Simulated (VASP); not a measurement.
TlH5:

```
Tl H
1.0
     3.17396    0.00000    0.00000
    -1.58698    2.74873    0.00000
     0.00000    0.00000    6.67412
Tl H
1 5
Direct
  0.00000 0.00000 0.44058
  0.50000 0.00000 0.18127
  0.00000 0.50000 0.18127
  0.50000 0.50000 0.18127
  0.00000 0.00000 0.70448
  0.00000 0.00000 0.10536
```

The cell was generated, and may not be a known phase.

- Program: VASP 6.6.1
- Task: relaxation of cell and atoms
- Functional: PBE
- Potentials or basis: VASP PAW PBE potentials, release 64 (Tl_d, H)
- Cutoff: 600 eV
- k mesh: 6 × 6 × 4
- Occupations: gaussian, width 0.1 eV
- Spin: no spin polarisation

At the start: pressure 5.6 GPa; volume 9.70 Å³/atom.

Q: Where does the relaxation end?

A: Over 37 steps the energy falls by 243.2 meV/atom and the volume is 8.93 Å³/atom (-8.0 %); space group P6mm (No. 183, to 0.1 Å) before and after.

Step by step:
```
step  energy change (eV)  largest force (eV/Å)  pressure (GPa)  volume (Å³)
   1              0.0000                1.0397            5.57        58.23
   2             -0.2751                1.0782            1.39        61.11
   3             -0.5678                1.4007           -4.20        67.16
   4             -0.5950                1.4201           -5.42        69.41
   5             -0.8346                1.3706           -5.71        69.11
   6             -1.2940                0.7694           -4.11        67.91
   7             -1.3501                0.6855           -2.66        67.26
   8             -1.4089                0.0733           -1.07        64.98
   9             -1.4094                0.1575           -0.90        64.78
  10             -1.4146                0.1009           -0.37        63.86
  11             -1.4157                0.0610            0.03        63.21
  12             -1.4177                0.0440           -0.01        62.95
  13             -1.4230                0.0442           -0.11        62.17
  14             -1.4276                0.1403           -0.22        60.59
  15             -1.4288                0.0692           -0.04        60.12
  16             -1.4288                0.0686           -0.03        60.07
  17             -1.4298                0.0522            0.01        60.00
  18             -1.4318                0.0454            0.13        59.78
  19             -1.4309                0.0889            0.36        59.35
  20             -1.4322                0.0438            0.22        59.63
  21             -1.4331                0.0436           -0.11        59.83
  22             -1.4331                0.0489           -0.24        59.91
  23             -1.4341                0.0464           -0.24        59.72
  24             -1.4368                0.1018           -0.21        59.14
  25             -1.4407                0.2241           -0.15        57.97
  26             -1.4403                0.5045            0.11        55.62
  27             -1.4418                0.3923            0.00        56.58
  28             -1.4419                0.3919            0.00        56.56
  29             -1.4422                0.3906            0.00        56.51
  30             -1.4427                0.3882           -0.01        56.41
  31             -1.4438                0.3833           -0.02        56.22
  32             -1.4458                0.3743           -0.02        55.83
  33             -1.4491                0.3592           -0.01        55.04
  34             -1.4513                0.3365            0.08        53.47
  35             -1.4542                0.2627            0.02        53.50
  36             -1.4591                0.0559           -0.15        53.57
  37             -1.4594                0.0233           -0.20        53.59
```

Final structure:
```yaml
crystal:
  lattice:
    - [3.01628, 0.00000, 0.00000]
    - [-1.50814, 2.61217, 0.00000]
    - [0.00000, 0.00000, 6.80147]
  atoms:
    - { symbol: Tl, position: [0.00000, 0.00000, 0.52940] }
    - { symbol: H, position: [0.50000, 0.00000, 0.11394] }
    - { symbol: H, position: [0.00000, 0.50000, 0.11394] }
    - { symbol: H, position: [0.50000, 0.50000, 0.11394] }
    - { symbol: H, position: [0.00000, 0.00000, 0.79942] }
    - { symbol: H, position: [0.00000, 0.00000, 0.12356] }
```

Caveat: the k points lie up to 0.40 Å⁻¹ apart in the final cell, too coarse for converged energies and pressures of a metal.
